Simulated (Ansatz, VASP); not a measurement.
## Two plane-wave programs on SrTiO3

The input INCAR:

```
  PREC = Accurate
  ENCUT = 520
  EDIFF = 1E-6
  ISMEAR = 0
  SIGMA = 0.02
  LREAL = False
  LASPH = True
  NELM = 100
  ALGO = Normal
  ISIF = 2
  LWAVE = False
  LCHARG = False
  GGA = PS
  NBANDS = 28
```

The input KPOINTS:

```
regular mesh
0
Gamma
  8 8 8
```

File POSCAR:

```
SrTiO3
1.0
    3.7706984526      0.0000000000      0.0000000000
    0.0000000000      3.7706984526      0.0000000000
    0.0000000000      0.0000000000      3.7706984526
Sr Ti O
1 1 3
Direct
    0.5000000000      0.5000000000      0.5000000000
    0.0000000000      0.0000000000      0.0000000000
    0.5000000000      0.0000000000      0.0000000000
    0.0000000000      0.5000000000      0.0000000000
    0.0000000000      0.0000000000      0.5000000000
```

Input for Ansatz:

```yaml
crystal:
  lattice:
    - [3.7706984526, 0.0, 0.0]
    - [0.0, 3.7706984526, 0.0]
    - [0.0, 0.0, 3.7706984526]
  atoms:
    - { symbol: Sr, position: [0.5, 0.5, 0.5] }
    - { symbol: Ti, position: [0.0, 0.0, 0.0] }
    - { symbol: O, position: [0.5, 0.0, 0.0] }
    - { symbol: O, position: [0.0, 0.5, 0.0] }
    - { symbol: O, position: [0.0, 0.0, 0.5] }
basis:
  ecutwfc: 420
kpoints:
  mp_grid: { grid: [8, 8, 8] }
hamiltonian:
  xc: pbesol
scf:
  occupations: { method: gaussian, width: 0.02 }
output:
  forces: true
  stress: true
  eigenvalues: true
```

Alike in both runs: task single point; functional PBEsol; k mesh 8 × 8 × 8; occupations gaussian, width 0.02 eV; no spin polarisation.

```csv
,VASP,Ansatz
version,VASP 6.6.1,Ansatz 0.2.0
potentials or method,"VASP PAW PBE potentials, release 64 (Sr_sv, Ti_sv, O), cutoff 520 eV","scalar-relativistic, plane waves, PAW"
valence electrons in the cell,40,40
```

Ansatz gave:

```
gap on the k mesh at the Fermi level (eV) : 2.01
least direct gap on the mesh (eV)         : 2.27
pressure (GPa)                            : 21.5
```

Q: What did VASP give for the same quantities?

A: gap on the k mesh at the Fermi level (eV): 1.97; least direct gap on the mesh (eV): 2.25; pressure (GPa): 22.5.

VASP's potentials were made for PBE, not for PBEsol.
